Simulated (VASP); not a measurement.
A run of VASP 6.6.1 is set up as follows.

The input INCAR:

```
ALGO = Normal
EDIFF = 1E-6
ENCUT = 520
GGA = RP
ISIF = 2
ISMEAR = -1
LASPH = True
LCHARG = False
LREAL = False
LWAVE = False
NBANDS = 8
NELM = 60
PREC = Accurate
SIGMA = 0.1
```

The input KPOINTS:

```
k-points
0
Gamma
  16 16 16
```

File POSCAR:

```
Si
1.0
    0.0000000000      1.8598205047      1.8598205047
    1.8598205047      0.0000000000      1.8598205047
    1.8598205047      1.8598205047      0.0000000000
Si
1
Direct
    0.0000000000      0.0000000000      0.0000000000
```

Potentials or basis: VASP PAW PBE potentials, release 64 (Si).

Run with:

```bash
$ cat potpaw_PBE.64/Si/POTCAR > POTCAR
$ mpirun -np 1 vasp_std > vasp.out
```

(1) Predict the band gap on the k mesh.

(2) Estimate the pressure.

Answers

(1) zero (band 2 reaches 24.21 eV, above the bottom of band 3 at 8.57 eV).

(2) 13.5 GPa.

Caveat: the PAW data sets were made with another functional, which shifts forces and pressure a little.
